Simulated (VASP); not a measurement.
Runs of VASP 6.6.1 on PbS (Galena). The structure is that of space group Fm-3m (No. 225), or close to it. The cells are those of the table. 

| cell | gap on the mesh (eV) | pressure (GPa) |
| --- | --- | --- |
| a = 4.087 Å, angles 60.0°, 2 atoms | 0.04 | (b) |
| a = 4.049 Å, angles 60.0°, 2 atoms | 0.08 | 9.6 |
| a = 4.330 Å, angles 60.0°, 2 atoms | (a) | -2.7 |
| a = 4.159 Å, angles 60.0°, 2 atoms | 0.27 | 3.8 |

Alike in all rows: task single point; level PBE; potentials or basis VASP PAW PBE potentials, release 64 (Pb_d, S); no spin polarisation; k mesh 6 × 6 × 6; cutoff (eV) 500; smearing gaussian 0.01 eV.

Problem. Fill in the values left out.

Solution. (a) 0.67; (b) 7.8.

Caveats: spin-orbit coupling is left out, which moves the levels of the heavy elements.

A k mesh can miss the band edges, and the runs leave out spin-orbit coupling on Pb.
